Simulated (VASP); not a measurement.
MnS: single point with PBE+U

MnS:

```
Mn S
1.0
     3.97600    0.00000    0.00000
    -1.98800    3.44332    0.00000
     0.00000    0.00000    6.43200
Mn S
2 2
Direct
  0.33333 0.66667 0.00000
  0.66667 0.33333 0.50000
  0.33333 0.66667 0.38500
  0.66667 0.33333 0.88500
```

```yaml
Program: VASP 6.6.1
Task: single point
Functional: PBE
Potentials_or_basis: VASP PAW PBE potentials, release 64 (Mn_pv, S)
Cutoff: 520 eV
k_mesh: 6 × 6 × 3
Occupations: gaussian, width 0.05 eV
Spin: collinear spin, antiferromagnetic start
Starting_moments: "[0.98, -0.98, 0.03, -0.03] μB"
Hubbard_terms: Mn d U = 4.0 eV, J = 0.9 eV
Dipole_correction: no
LDAUTYPE: 1
Hund's_J: 0.9
Further_INCAR_settings: ALGO = Normal; EDIFF = 1e-07; NBANDS = 31
```

```yaml
Pressure: 3.0 GPa
Largest_force: 0.377 eV/Å
Band_gap_on_the_k_mesh: 2.02 eV (least direct gap 2.20 eV)
Net_moment: 0.00 μB per cell
Site_moments: Mn +4.47, -4.47; S -0.01, +0.01 μB
Valence_electrons_inside_the_program's_atomic_spheres: Mn 11.37; S 3.79
```

Forces on the atoms (eV/Å):
```
Mn   0.000  0.000  0.377
Mn   0.000  0.000  0.377
S    0.000  0.000 -0.377
S    0.000  0.000 -0.377
```

Stress tensor (GPa, compression positive):
```
4.30 0.00 0.00
0.00 4.30 0.00
0.00 0.00 0.28
```

Levels at points of the mesh, in eV from the valence-band top:
Spin up:
```tsv
k point	band 16	band 17	band 18	band 19	band 20	band 21	band 22	band 23
(0.00, 0.00, 0.00)	-2.27	-0.77	0.00	0.00	2.20	2.94	2.94	3.43
(0.50, 0.00, 0.00)	-2.74	-2.47	-1.71	-1.12	2.22	2.74	3.12	3.25
```
Spin down:
```tsv
k point	band 16	band 17	band 18	band 19	band 20	band 21	band 22	band 23
(0.00, 0.00, 0.00)	-2.27	-0.77	0.00	0.00	2.20	2.94	2.94	3.43
(0.50, 0.00, 0.00)	-2.74	-2.47	-1.71	-1.12	2.22	2.74	3.12	3.25
```

Eigenvalues of the final occupation matrices:
```csv
site,spin,trace,eigenvalues
site 1 d,1,4.65,0.93 0.93 0.93 0.93 0.93
site 1 d,2,0.26,0.02 0.02 0.07 0.07 0.08
site 2 d,1,0.26,0.02 0.02 0.07 0.07 0.08
site 2 d,2,4.65,0.93 0.93 0.93 0.93 0.93
```

Run time: 81 s on 1 thread of Intel(R) Xeon(R) Platinum 8375C CPU @ 2.90GHz (Ice Lake), with other jobs on the host, peak memory 0.25 GiB.

Caveat: an odd mesh through Γ misses points on the zone boundary, where band edges can lie. The state reached can hang on the start; a lower one may exist.
